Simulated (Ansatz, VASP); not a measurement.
**K2MgScC6N6: VASP beside Ansatz**

```xyz
16
Lattice="0.0000 5.2700 5.2700 5.2700 0.0000 5.2700 5.2700 5.2700 0.0000" Properties=species:S:1:pos:R:3 pbc="T T T"
K     2.6350    2.6350    2.6350
K     7.9050    7.9050    7.9050
Mg    0.0000    0.0000    0.0000
Sc    5.2700    5.2700    5.2700
C     1.9800    5.2700    5.2700
C     5.2700    1.9800    5.2700
C     5.2700    5.2700    1.9800
C     8.5600    5.2700    5.2700
C     5.2700    8.5600    5.2700
C     5.2700    5.2700    8.5600
N     3.1500    5.2700    5.2700
N     5.2700    3.1500    5.2700
N     5.2700    5.2700    3.1500
N     7.3900    5.2700    5.2700
N     5.2700    7.3900    5.2700
N     5.2700    5.2700    7.3900
```

Alike in both runs: task single point; functional PBE; k mesh 4 × 4 × 4; occupations gaussian, width 0.1 eV; no spin polarisation.

|  | VASP | Ansatz |
| --- | --- | --- |
| version | VASP 6.6.1 | Ansatz 0.2.0 |
| potentials or method | VASP PAW PBE potentials, release 64 (K_sv, Mg, Sc_sv, C, N), cutoff 520 eV | scalar-relativistic, plane waves, PAW |
| valence electrons in the cell | 85 | 93 |

```tsv
	VASP	Ansatz	Ansatz less VASP
gap on the k mesh at the Fermi level (eV)	none	none	-
pressure (GPa)	10.2	9.7	-0.49
rms of the force components (eV/Å)	0.465	0.521	+0.0559
```

Atom by atom the forces differ by 0.186 eV/Å (rms over components). A gap of «none» marks a metal or a gap that the smearing closes. The functional is the same, so the differences come from potentials, cutoffs and numerics. VASP's potentials hold 85 valence electrons a cell and Ansatz's 93, so a difference there can come from the potentials and not from the codes.

Noted on VASP's run: the standard files for N, O and F lose accuracy on very short bonds.
